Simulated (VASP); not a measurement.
A run of VASP 6.6.1 is set up as follows.

Contents of INCAR:

```
SYSTEM = SnO
PREC = Accurate ; ENCUT = 520
EDIFF = 1E-7 ; ISMEAR = 0
SIGMA = 0.05 ; LREAL = .False.
LASPH = .True. ; NELM = 80
ALGO = Normal ; ISIF = 2
LWAVE = .False. ; LCHARG = .False.
GGA = PE ; IVDW = 12
NBANDS = 28
```

File KPOINTS:

```
regular mesh
0
Gamma
  10 6 8
  0 0 0
```

POSCAR

```
SnO
1.0
    3.6197668094      0.0000000000      0.0000000000
    0.0000000000      5.8234891199      0.0000000000
    0.0000000000      0.0000000000      3.9818455186
Sn O
2 2
Direct
    0.0000000000      0.2345104856      0.5269946555
    0.5000000000      0.7654895144      0.0269946555
    0.0000000000      0.8836051479      0.7230063445
    0.5000000000      0.1163948521      0.2230063445
```

Potentials or basis: VASP PAW PBE potentials, release 64 (Sn_d, O).

The run is started by

```bash
$ cat potpaw_PBE.64/Sn_d/POTCAR potpaw_PBE.64/O/POTCAR > POTCAR
$ mpirun -np 1 vasp_std > vasp.out
```

(1) Estimate the dispersion energy per atom.

(2) Predict the band gap on the k mesh.

(3) Predict the pressure.

Answers

(1) -0.198 eV.

(2) 1.40 eV (least direct gap 2.15 eV).

(3) -7.4 GPa.

Caveat: the cell stands under tension; spin-orbit coupling is left out, which moves the levels of the heavy elements; forces of over 1 eV/Å act on the atoms, so gaps and moduli don't describe the material at rest.
